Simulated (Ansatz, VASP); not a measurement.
## Two plane-wave programs on MgCd3Te2

```xyz
6
Lattice="7.2105 0.0000 0.0000 -3.6053 6.2445 0.0000 0.0000 0.0000 4.4262" Properties=species:S:1:pos:R:3 pbc="T T T"
Mg    0.0000    0.0000    0.0000
Cd    3.6053    0.0000    2.2131
Cd    1.8026    3.1222    2.2131
Cd   -1.8026    3.1222    2.2131
Te    0.0000    4.1630    0.0000
Te    3.6053    2.0815    0.0000
```

Change from the starting cell: species swapped into the GdCo3B2 type (P6/mmm, No. 191).

Alike in both runs: functional PBE; k mesh 3 × 3 × 4; occupations gaussian, width 0.1 eV; no spin polarisation.

Ansatz relaxed the structure, and its values are those at the end. VASP's run is a single point on that final structure, the one shown.

```csv
,VASP,Ansatz
version,VASP 6.6.1,Ansatz 0.2.0
potentials or method,"VASP PAW PBE potentials, release 64 (Mg, Cd, Te), cutoff 520 eV","scalar-relativistic, plane waves, PAW"
valence electrons in the cell,50,102
```

|  | VASP | Ansatz | Ansatz less VASP |
| --- | --- | --- | --- |
| gap on the k mesh at the Fermi level (eV) | none | none | - |
| pressure (GPa) | 0.2 | 0.1 | -0.10 |

A gap of «none» marks a metal or a gap that the smearing closes. VASP's potentials hold 50 valence electrons a cell and Ansatz's 102, so a difference there can come from the potentials and not from the codes.

Neither program's run includes spin-orbit coupling.
